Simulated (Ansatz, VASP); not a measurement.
**Two plane-wave programs on C**

```
C
1.0
     1.22905    0.70959    3.28297
    -1.22905    0.70959    3.28297
     0.00000   -1.41918    3.28297
C
2
Cartesian
  0.0000 -0.0400 1.7040
  0.0000 0.0400 8.1449
```

Change from the starting cell: mode 4 frozen in at +0.063 Å and mode 6 at -0.040 Å (largest displacements).

Alike in both runs: task single point; functional PBEsol; dispersion D3(BJ); k mesh 15 × 15 × 15; occupations gaussian, width 0.05 eV; no spin polarisation.

|  | VASP | Ansatz |
| --- | --- | --- |
| version | VASP 6.6.1 | Ansatz 0.2.0 |
| potentials or method | VASP PAW PBE potentials, release 64 (C), cutoff 520 eV | scalar-relativistic, plane waves, PAW |
| valence electrons in the cell | 8 | 8 |

Ansatz gave:

| Property | Result |
| --- | --- |
| gap on the k mesh at the Fermi level (eV) | 0.34 |
| least direct gap on the mesh (eV) | 0.49 |
| pressure (GPa) | 2.2 |
| traceless stress, the component that is largest in VASP (GPa) | 11.79 |
| rms of the force components (eV/Å) | 2.944 |

Task: What did VASP give for the same quantities?

Result: gap on the k mesh at the Fermi level (eV): 0.34; least direct gap on the mesh (eV): 0.49; pressure (GPa): 2.9; traceless stress, the component that is largest in VASP (GPa): 12.37; rms of the force components (eV/Å): 2.949.

VASP's potentials were made for PBE, not for PBEsol, and Ansatz warns of the same on its side. Atom by atom the forces differ by 0.011 eV/Å (rms over components).
